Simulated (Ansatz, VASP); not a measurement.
## Zn4HO4: VASP beside Ansatz

Contents of INCAR:

```
ALGO = Normal ; EDIFF = 1E-7
ENCUT = 520 ; GGA = PE
ISIF = 2 ; ISMEAR = 0
LASPH = True ; LCHARG = False
LREAL = False ; LWAVE = False
NBANDS = 46 ; NELM = 80
PREC = Accurate ; SIGMA = 0.05
```

Contents of KPOINTS:

```
k-points
0
Gamma
  4 4 8
```

The input POSCAR:

```
Zn4HO4
1.0
    5.6098780345      0.0000000000      0.0000000000
    0.0000000000      5.6098780345      0.0000000000
    0.0000000000      0.0000000000      3.2790255992
Zn O H
4 4 1
Direct
    0.1816262562      0.1816262562      0.5000000000
    0.8183737438      0.8183737438      0.5000000000
    0.6816262562      0.3183737438      0.0000000000
    0.3183737438      0.6816262562      0.0000000000
    0.8184651117      0.1815348883      0.5000000000
    0.1815348883      0.8184651117      0.5000000000
    0.6815348883      0.6815348883      0.0000000000
    0.3184651117      0.3184651117      0.0000000000
    0.9999176225      0.6933737438      0.5000000000
```

Input for Ansatz:

```yaml
crystal:
  lattice:
    - [5.6098780345, 0.0, 0.0]
    - [0.0, 5.6098780345, 0.0]
    - [0.0, 0.0, 3.2790255992]
  atoms:
    - { symbol: Zn, position: [0.1816262562, 0.1816262562, 0.5] }
    - { symbol: Zn, position: [0.8183737438, 0.8183737438, 0.5] }
    - { symbol: Zn, position: [0.6816262562, 0.3183737438, 0.0] }
    - { symbol: Zn, position: [0.3183737438, 0.6816262562, 0.0] }
    - { symbol: O, position: [0.8184651117, 0.1815348883, 0.5] }
    - { symbol: O, position: [0.1815348883, 0.8184651117, 0.5] }
    - { symbol: O, position: [0.6815348883, 0.6815348883, 0.0] }
    - { symbol: O, position: [0.3184651117, 0.3184651117, 0.0] }
    - { symbol: H, position: [0.9999176225, 0.6933737438, 0.5] }
basis:
  ecutwfc: 420
kpoints:
  mp_grid: { grid: [4, 4, 8] }
hamiltonian:
  xc: pbe
  pseudopotentials: { kind: paw, azcp: { folder: soft_1 } }
scf:
  occupations: { method: gaussian, width: 0.05 }
output:
  forces: true
  stress: true
  eigenvalues: true
  write_density: true
  write_potential: true
  elf: true
  volumetric_format: npy
```

Alike in both runs: task single point; functional PBE; k mesh 4 × 4 × 8; occupations gaussian, width 0.05 eV; no spin polarisation.

```csv
,VASP,Ansatz
version,VASP 6.6.1,Ansatz 0.2.0
potentials or method,"VASP PAW PBE potentials, release 64 (Zn, O, H), cutoff 520 eV","scalar-relativistic, plane waves, PAW"
valence electrons in the cell,73,73
```

|  | VASP | Ansatz | Ansatz less VASP |
| --- | --- | --- | --- |
| gap on the k mesh at the Fermi level (eV) | none | none | - |
| pressure (GPa) | 13.2 | 12.2 | -0.97 |
| traceless stress, the component that is largest in VASP (GPa) | 8.53 | 8.39 | -0.146 |
| rms of the force components (eV/Å) | 2.595 | 2.561 | -0.0333 |

Atom by atom the forces differ by 0.044 eV/Å (rms over components). A gap of «none» marks a metal or a gap that the smearing closes.
